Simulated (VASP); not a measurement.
Here is a VASP 6.6.1 calculation.

File INCAR:

```
SYSTEM = Al
  PREC = Accurate
  ENCUT = 520
  EDIFF = 1E-6
  ISMEAR = 0
  SIGMA = 0.15
  LREAL = .FALSE.
  LASPH = .TRUE.
  NELM = 80
  ALGO = Fast
  ISIF = 2
  LWAVE = .FALSE.
  LCHARG = .FALSE.
  GGA = PE
  IVDW = 12
  NBANDS = 10
```

The input KPOINTS:

```
regular mesh
0
G
  18 18 10
  0 0 0
```

POSCAR

```
Al
1.0
    2.8124553515      0.0000000000      0.0000000000
   -1.4062276757      2.4356577814      0.0000000000
    0.0000000000      0.0000000000      4.8668500000
Al
2
Direct
    0.7282516730      0.4565033461      0.7500000000
    0.3333333333      0.6666666667      0.2500000000
```

Potentials or basis: VASP PAW PBE potentials, release 64 (Al).

The run is started by

```sh
$ cat potpaw_PBE.64/Al/POTCAR > POTCAR
$ mpirun -np 1 vasp_std > vasp.out
```

Task: What does it give for the largest force?

Result: 0.139 eV/Å.

Task: What does it give for the dispersion energy per atom?

Result: -0.333 eV.

Task: Predict the band gap on the k mesh.

Result: Zero (band 3 reaches 11.62 eV, above the bottom of band 4 at 4.69 eV).

Forces in eV/Å, atoms in the order of the input:
```
Al   0.000 -0.139  0.000
Al   0.000  0.139  0.000
```

Caveat: the cell differs from its parent crystal (atom 1 (Al) moved by (+0.000, +0.300) A along x and y).
